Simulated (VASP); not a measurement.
InSe, 4 atoms in the cell. It takes space group R3m (No. 160, trigonal). The conventional cell has a = 4.037 Å, b = 4.037 Å, c = 24.908 Å, α = 90.00°, β = 90.00°, γ = 120.00°. In (site symmetry 3m) has 3 Se at 2.66 Å and 1 In at 2.79 Å within 3.5 Å. In (site symmetry 3m) has 3 Se at 2.66 Å and 1 In at 2.79 Å within 3.5 Å. Se (site symmetry 3m) has 3 In at 2.66 Å within 3.5 Å. Se (site symmetry 3m) has 3 In at 2.66 Å within 3.5 Å. 

```yaml
Program: VASP 6.6.1
Task: single point
Functional: PBE
Dispersion: D3(BJ)
Potentials_or_basis: VASP PAW PBE potentials, release 64 (In_d, Se)
Cutoff: 520 eV
k_mesh: 12 × 12 × 12
Occupations: gaussian, width 0.02 eV
Spin: no spin polarisation
Dipole_correction: no
Further_INCAR_settings: ALGO = Normal; EDIFF = 1e-07; NBANDS = 27
```

Potentials or basis: VASP PAW PBE potentials, release 64 (In_d, Se).

Launch:

```bash
$ cat potpaw_PBE.64/In_d/POTCAR potpaw_PBE.64/Se/POTCAR > POTCAR
$ mpirun -np 1 vasp_std > vasp.out
```

Hardware: 1 thread of AMD EPYC 9R45 96-Core Processor (Zen 5), with other jobs on the host.

Task: How long does it take, and how much memory?

Result: It took 21 min on 1 thread of AMD EPYC 9R45 96-Core Processor (Zen 5), with other jobs on the host, peak memory 0.85 GiB. Counts: scf iterations 16, k points 189.
